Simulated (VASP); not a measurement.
# Al2BAs2 (P-6m2) in VASP: a series of runs, part 2 of 3

VASP 6.6.1. The steps go on from the part before.

### 3 Single point, PBE

This run uses another cell than the first one, of 20.04 Å³/atom, 1.160 times its volume.

Input file INCAR:

```
SYSTEM = Al2BAs2
PREC     = Accurate       ! precision mode
ENCUT    = 520            ! plane-wave cutoff, eV
EDIFF    = 1E-6           ! SCF threshold, eV
ISMEAR   = 0              ! smearing method
SIGMA    = 0.1            ! smearing width, eV
LREAL    = .FALSE.        ! projectors in reciprocal space
LASPH    = .TRUE.         ! aspherical terms in the spheres
NELM     = 100            ! most SCF steps
ALGO     = Normal         ! electronic algorithm
ISIF     = 2              ! what is computed and relaxed
LWAVE    = .FALSE.        ! write WAVECAR
LCHARG   = .FALSE.        ! write CHGCAR
GGA      = PE             ! functional
NBANDS   = 18             ! bands
```

Input file KPOINTS:

```
regular mesh
0
G
  6 6 2
  0 0 0
```

Input file POSCAR:

```
Al2BAs2
1.0
    3.8967759700      0.0000000000      0.0000000000
   -1.9483879800      3.3747069800      0.0000000000
    0.0000000000      0.0000000000      7.6200460500
Al B As
2 1 2
Direct
    0.0000000000      0.0000000000      0.7055339800
    0.0000000000      0.0000000000      0.2944660200
    0.6666666700      0.3333333300      0.0000000000
    0.6666666700      0.3333333300      0.5000000000
    0.3333333300      0.6666666700      0.0000000000
```

Potentials or basis: VASP PAW PBE potentials, release 64 (Al, B, As).

Command:

```sh
> cat potpaw_PBE.64/Al/POTCAR potpaw_PBE.64/B/POTCAR potpaw_PBE.64/As/POTCAR > POTCAR
> mpirun -np 1 vasp_std > vasp.out
```

OUTCAR:

```text
SYSTEM = Al2BAs2
   PREC = Accurate
   ENCUT = 520
   EDIFF = 1E-6
   ISMEAR = 0
   LREAL = .FALSE.
   LASPH = .TRUE.
   NELM = 100
   ISIF = 2
   GGA = PE

 ion  position               nearest neighbor table
   1  0.000  0.000  0.706-   4 2.74   4 2.74   4 2.74   2 3.13
   2  0.000  0.000  0.294-   4 2.74   4 2.74   4 2.74   1 3.13
   3  0.667  0.333  0.000-   5 2.25   5 2.25   5 2.25
   4  0.667  0.333  0.500-   1 2.74   2 2.74   1 2.74   2 2.74   1 2.74   2 2.74
   5  0.333  0.667  0.000-   3 2.25   3 2.25   3 2.25

  LATTYP: Found a hexagonal cell.
 ALAT       =     3.8967759700
 C/A-ratio  =     1.9554745022

  Lattice vectors:

 A1 = (   3.8967759700,   0.0000000000,   0.0000000000)
 A2 = (  -1.9483879800,   3.3747069800,   0.0000000000)
 A3 = (   0.0000000000,   0.0000000000,   7.6200460500)

Analysis of symmetry for initial positions (statically):
=====================================================================
 Subroutine PRICEL returns:
 Original cell was already a primitive cell.

 Routine SETGRP: Setting up the symmetry group for a
 hexagonal supercell.

 Subroutine GETGRP returns: Found 12 space group operations
 (whereof 12 operations were pure point group operations)
 out of a pool of 24 trial point group operations.

The static configuration has the point symmetry D_3h.

Analysis of symmetry for dynamics (positions and initial velocities):
=====================================================================
 Subroutine PRICEL returns:
 Original cell was already a primitive cell.

 Routine SETGRP: Setting up the symmetry group for a
 hexagonal supercell.

 Subroutine GETGRP returns: Found 12 space group operations
 (whereof 12 operations were pure point group operations)
 out of a pool of 24 trial point group operations.

The dynamic configuration has the point symmetry D_3h.

 Subroutine INISYM returns: Found 12 space group operations
 (whereof 12 operations are pure point group operations),
 and found     1 'primitive' translations

----------------------------------------------------------------------------------------

                                     Primitive cell

  volume of cell :     100.2072

  direct lattice vectors                    reciprocal lattice vectors
     3.896775970  0.000000000  0.000000000     0.256622400  0.148161011  0.000000000
    -1.948387980  3.374706980  0.000000000     0.000000000  0.296322023  0.000000000
     0.000000000  0.000000000  7.620046050     0.000000000  0.000000000  0.131232803

  length of vectors
     3.896775970  3.896775965  7.620046050     0.296322023  0.296322023  0.131232803

  position of ions in fractional coordinates (direct lattice)
     0.000000000  0.000000000  0.705533980
     0.000000000  0.000000000  0.294466020
     0.666666670  0.333333330  0.000000000
     0.666666670  0.333333330  0.500000000
     0.333333330  0.666666670  0.000000000

  ion indices of the primitive-cell ions
   primitive index   ion index
                 1           1
                 2           2
                 3           3
                 4           4
                 5           5

[... 34 lines left out ...]
  0.333333  0.333333  0.000000      2.000000
  0.000000  0.000000  0.500000      1.000000
  0.166667  0.000000  0.500000      6.000000
  0.333333  0.000000  0.500000      6.000000
  0.500000 -0.000000  0.500000      3.000000
  0.166667  0.166667  0.500000      6.000000
  0.333333  0.166667  0.500000     12.000000
  0.333333  0.333333  0.500000      2.000000
   k-points           NKPTS =     14   k-points in BZ     NKDIM =     14   number of bands    NBANDS=     18
   number of dos      NEDOS =    301   number of ions     NIONS =      5
   total plane-waves  NPLWV =  54000
   dimension x,y,z NGX =    30 NGY =   30 NGZ =   60
   dimension x,y,z NGXF=    60 NGYF=   60 NGZF=  120
   ions per type =               2   1   2
   NGX,Y,Z   is equivalent  to a cutoff of  12.80, 12.80, 13.09 a.u.
   NGXF,Y,Z  is equivalent  to a cutoff of  25.60, 25.60, 26.18 a.u.
 SYSTEM =  Al2BAs2
   PREC   = accura    normal or accurate (medium, high low for compatibility)
   ISTART =      0    job   : 0-new  1-cont  2-samecut
   ICHARG =      2    charge: 1-file 2-atom 10-const
   ISPIN  =      1    spin polarized calculation?
   LNONCOLLINEAR =      F non collinear calculations
   LSORBIT =      F    spin-orbit coupling
   LASPH  =      T    aspherical Exc in radial PAW
   ENCUT  =  520.0 eV  38.22 Ry    6.18 a.u.   7.25  7.25 14.17*2*pi/ulx,y,z
   NELM   =    100;   NELMIN=  2; NELMDL= -5     # of ELM steps
   EDIFF  = 0.1E-05   stopping-criterion for ELM
   LREAL  =      F    real-space projection
   EDIFFG = 0.1E-04   stopping-criterion for IOM
   NSW    =      0    number of steps for IOM
   IBRION =     -1    ionic relax: 0-MD 1-quasi-New 2-CG
   NFREE  =      0    steps in history (QN), initial steepest desc. (CG)
   ISIF   =      2    stress and relaxation
   ISYM   =      2    0-nonsym 1-usesym 2-fastsym
   POTIM  = 0.5000    time-step for ionic-motion
   TEBEG  =    0.0;   TEEND  =   0.0 temperature during run
   PSTRESS=    0.0 pullay stress
   NELECT =      19.0000    total number of electrons
   NUPDOWN=      -1.0000    fix difference up-down
   EMIN   =  10.00;   EMAX   =-10.00  energy-range for DOS
   EFERMI =   0.00;   METHOD = LEGACY
   ISMEAR =     0;   SIGMA  =   0.10  broadening in eV -4-tet -1-fermi 0-gaus
   EFERMI_NEDOS =   21; number of points for ismear=-14 and -15
   IALGO  =     38    algorithm
   IMIX   =      4    mixing-type and parameters
     AMIX     =   0.40;   BMIX     =  1.00
     AMIX_MAG =   1.60;   BMIX_MAG =  1.00
  volume/ion in A,a.u.               =      20.04       135.25
  Fermi-wavevector in a.u.,A,eV,Ry     =   0.940502  1.777291 12.034949  0.884544
  Thomas-Fermi vector in A             =   2.067920
   LORBIT       =      0    0 simple, 1 ext, 2 COOP (PROOUT), +10 PAW based schemes
   GGA     = PE    functional components
   LHFCALC =     F    Hartree Fock is set to
   AEXX    =    0.0000 exact exchange contribution
   IVDW    =     0    specifies the selected vdW correction
   LEPSILON=     F    determine dielectric tensor
   LRPA    =     F    only Hartree local field effects (RPA)
 non-spin polarized calculation
 Gauss-broadening in eV      SIGMA  =   0.10
  energy-cutoff  :      520.00
  volume of cell :      100.21
 maximum number of plane-waves:      2728
 NGX is ok and might be reduce to    30
   NGX = 15   NGY = 15   NGZ = 29

 number of electron      19.0000001 magnetization

 Free energy of the ion-electron system (eV)
  ---------------------------------------------------
  ext. energy  EPLUGINS =         0.00000000
  ---------------------------------------------------
  free energy    TOTEN  =       -21.06883237 eV

  energy without entropy =      -21.05840863  energy(sigma->0) =      -21.06362050

 E-fermi :   4.9223     XC(G=0):  -9.5390

 val. band max:        4.7994336505   @ k =   0.5000  -0.0000   0.5000
 cond. band min:       4.9402623982   @ k =   0.1667   0.1667   0.0000
 fundamental gap:      0.1408287478
 Fermi energy:         4.9222834949

 k-point     1 :       0.0000    0.0000    0.0000
  band No.  band energies     occupation
      1      -8.3304      2.00000
      2      -6.8246      2.00000
      3      -2.2041      2.00000
      4       2.3605      2.00000
      5       2.3605      2.00000
      6       2.4220      2.00000
[... 271 lines left out ...]
      5      -1.1015      2.00000
      6       0.6327      2.00000
[... 10 lines left out ...]
     17      10.9785      0.00000
     18      11.7960      0.00000

------------------------ aborting loop because EDIFF is reached ----------------------------------------

  FORCE on cell =-STRESS in cart. coord.  units (eV):
  Direction    XX          YY          ZZ          XY          YZ          ZX
  --------------------------------------------------------------------------------------
  -------------------------------------------------------------------------------------
  Total       -6.0550188     -6.0550188     -3.3940227     -0.0000000      0.0000000      0.0000000
  in kB      -96.8115059    -96.8115057    -54.2658015     -0.0000001      0.0000000      0.0000000
  external PRESSURE =     -82.6296044 kB  Pullay stress =       0.0000000 kB

 VOLUME and BASIS-vectors are now :
 -----------------------------------------------------------------------------
  energy-cutoff  :      520.00
  volume of cell :      100.21
      direct lattice vectors                 reciprocal lattice vectors
     3.896775970  0.000000000  0.000000000     0.256622400  0.148161011  0.000000000
    -1.948387980  3.374706980  0.000000000     0.000000000  0.296322023  0.000000000
     0.000000000  0.000000000  7.620046050     0.000000000  0.000000000  0.131232803

 POSITION                                       TOTAL-FORCE (eV/Angst)
 -----------------------------------------------------------------------------------
      0.00000      0.00000      5.37620         0.000000     -0.000000     -0.480069
      0.00000      0.00000      2.24384         0.000000     -0.000000      0.480069
      1.94839      1.12490      0.00000         0.000000     -0.000000      0.000000
      1.94839      1.12490      3.81002         0.000000     -0.000000      0.000000
     -0.00000      2.24980      0.00000        -0.000000      0.000000      0.000000
 -----------------------------------------------------------------------------------
    total drift:                               -0.000002      0.000001     -0.000000

  FREE ENERGIE OF THE ION-ELECTRON SYSTEM (eV)
  ---------------------------------------------------
  free  energy   TOTEN  =       -21.0688323675 eV

  energy  without entropy=      -21.0584086281  energy(sigma->0) =      -21.06362050
```

Run time: 13 s. Hardware: 1 thread of Intel Xeon 6975P-C (Granite Rapids), shared host; peak memory 0.22 GiB.

What came out:

```yaml
Free_energy: -21.0688 eV
Pressure: -8.3 GPa
Largest_force: 0.480 eV/Å
```

Forces in eV/Å, atoms in the order of the input:
```
Al   0.000  0.000 -0.480
Al   0.000  0.000  0.480
B    0.000  0.000  0.000
As   0.000  0.000  0.000
As   0.000  0.000  0.000
```

Stress tensor (GPa, compression positive):
```
-9.68  0.00  0.00
 0.00 -9.68  0.00
 0.00  0.00 -5.43
```

Caveat: the k points lie up to 0.41 Å⁻¹ apart.

### 4 Relaxation of cell and atoms, PBE

This run uses another cell than the first one, of 20.04 Å³/atom, 1.160 times its volume.

Input file INCAR:

```
SYSTEM = Al2BAs2
PREC     = Accurate       ! precision mode
ENCUT    = 600            ! plane-wave cutoff, eV
EDIFF    = 1E-6           ! SCF threshold, eV
ISMEAR   = 0              ! smearing method
SIGMA    = 0.1            ! smearing width, eV
LREAL    = .False.        ! projectors in reciprocal space
LASPH    = .True.         ! aspherical terms in the spheres
NELM     = 60             ! most SCF steps
ALGO     = Normal         ! electronic algorithm
ISIF     = 3              ! what is computed and relaxed
LWAVE    = .False.        ! write WAVECAR
LCHARG   = .False.        ! write CHGCAR
GGA      = PE             ! functional
IBRION   = 2              ! ionic algorithm
NSW      = 90             ! ionic steps
EDIFFG   = -0.04          ! ionic threshold
```

Input file KPOINTS:

```
Automatic mesh
0
Gamma
  6 6 2
  0 0 0
```

POSCAR is that of step 3.

Command:

```sh
> cat potpaw_PBE.64/Al/POTCAR potpaw_PBE.64/B/POTCAR potpaw_PBE.64/As/POTCAR > POTCAR
> mpirun -np 1 vasp_std > vasp.out
```

It took 96 s on 1 thread of Intel Xeon 6975P-C (Granite Rapids), shared host; peak memory 0.26 GiB.

It converged, with:

| Item | Value |
| --- | --- |
| Free energy | -21.6400 eV |
| Relaxed volume | 17.35 Å³/atom |
| Relaxed cell | a = 3.585 Å, b = 3.585 Å, c = 7.797 Å, α = 90.00°, β = 90.00°, γ = 120.00° |
| Space group after relaxing (to 0.05 Å) | P-6m2 (No. 187) |
| Energy gained by relaxing | 114.2 meV/atom |
| Ionic steps | 12 |
| Pressure after relaxing | -0.1 GPa |
| Largest force after relaxing | 0.020 eV/Å |

Forces in eV/Å, atoms in the order of the input:
```
Al   0.000  0.000  0.020
Al   0.000  0.000 -0.020
B    0.000  0.000  0.000
As   0.000  0.000  0.000
As   0.000  0.000  0.000
```

Stress tensor (GPa, compression positive):
```
 0.01  0.00  0.00
 0.00  0.01  0.00
 0.00  0.00 -0.18
```

The path:
```tsv
step	energy change (eV)	largest force (eV/Å)	pressure (GPa)	volume (Å³)
1	0.0000	0.4800	-8.27	100.21
2	-0.4562	0.0566	0.39	85.93
3	-0.4565	0.0501	0.62	85.66
4	-0.5132	0.2748	-0.20	85.62
5	-0.5212	0.2477	1.22	85.22
6	-0.5576	0.2128	0.11	85.49
7	-0.5591	0.1914	0.25	85.45
8	-0.5637	0.1498	0.05	85.89
9	-0.5688	0.0467	-0.47	87.21
10	-0.5682	0.1763	0.27	86.64
11	-0.5701	0.0432	-0.13	86.94
12	-0.5708	0.0203	-0.05	86.76
```

Final structure:
```yaml
crystal:
  lattice:
    - [3.58452, 0.00000, 0.00000]
    - [-1.79226, 3.10428, 0.00000]
    - [0.00000, 0.00000, 7.79673]
  atoms:
    - { symbol: Al, position: [0.00000, 0.00000, 0.69403] }
    - { symbol: Al, position: [0.00000, 0.00000, 0.30597] }
    - { symbol: B, position: [0.66667, 0.33333, 0.00000] }
    - { symbol: As, position: [0.66667, 0.33333, 0.50000] }
    - { symbol: As, position: [0.33333, 0.66667, 0.00000] }
```

Levels at points of the mesh, in eV from the Fermi level:
```tsv
k point	band 7	band 8	band 9	band 10	band 11	band 12	band 13
(0.00, 0.00, 0.00)	-2.31	-0.15	-0.15	0.50	2.29	2.29	3.02
(0.50, 0.00, 0.00)	-4.20	-1.94	-1.19	-0.92	0.87	0.94	1.77
(0.00, 0.00, 0.50)	-0.16	-0.16	0.49	1.24	1.48	2.26	2.26
(0.50, 0.00, 0.50)	-3.50	-2.39	-2.25	-2.00	-0.12	1.38	3.32
```

Caveat: the k points lie up to 0.40 Å⁻¹ apart in the final cell.

### 5 Single point, PBE

This run uses another cell than the first one, of 17.46 Å³/atom, 1.011 times its volume.

Input file INCAR:

```
ALGO = Normal
EDIFF = 1E-6
ENCUT = 520
GGA = PE
ISIF = 2
ISMEAR = 0
LASPH = True
LCHARG = True
LELF = True
LREAL = False
LVHAR = True
LWAVE = False
NBANDS = 18
NELM = 100
PREC = Accurate
SIGMA = 0.1
```

Input file KPOINTS:

```
k-points
0
Gamma
  12 12 6
```

Input file POSCAR:

```
Al2BAs2
1.0
    3.6043061589      0.0000000000      0.0000000000
   -1.8021530795      3.1214206966      0.0000000000
    0.0000000000      0.0000000000      7.7603275753
Al B As
2 1 2
Direct
    0.0000000000      0.0000000000      0.6946991159
    0.0000000000      0.0000000000      0.3053008841
    0.6666666667      0.3333333333      0.0000000000
    0.6666666667      0.3333333333      0.5000000000
    0.3333333333      0.6666666667      0.0000000000
```

Command:

```sh
> cat potpaw_PBE.64/Al/POTCAR potpaw_PBE.64/B/POTCAR potpaw_PBE.64/As/POTCAR > POTCAR
> mpirun -np 1 vasp_std > vasp.out
```

Run time: 44 s. Hardware: 1 thread of Intel Xeon 6975P-C (Granite Rapids), shared host; peak memory 0.28 GiB.

The run converged. Its results:

```
Free energy   : -21.6096 eV
Pressure      : 0.3 GPa
Largest force : 0.011 eV/Å
```

Forces on the atoms (eV/Å):
```
Al   0.000  0.000  0.011
Al   0.000  0.000 -0.011
B    0.000  0.000  0.000
As   0.000  0.000  0.000
As   0.000  0.000  0.000
```

Stress tensor (GPa, compression positive):
```
0.34 0.00 0.00
0.00 0.34 0.00
0.00 0.00 0.14
```

Levels at points of the mesh, in eV from the Fermi level:
```csv
k point,band 7,band 8,band 9,band 10,band 11,band 12,band 13,band 14
"(0.00, 0.00, 0.00)",-2.24,-0.24,-0.24,0.31,2.21,2.21,2.87,4.14
"(0.50, 0.00, 0.00)",-4.21,-1.99,-1.15,-1.00,0.87,0.92,1.81,3.03
"(0.00, 0.00, 0.50)",-0.25,-0.25,0.30,1.28,1.56,2.17,2.17,3.18
"(0.50, 0.00, 0.50)",-3.52,-2.40,-2.25,-2.06,-0.17,1.31,3.28,3.79
```

(Part 2 of 3 ends here.)
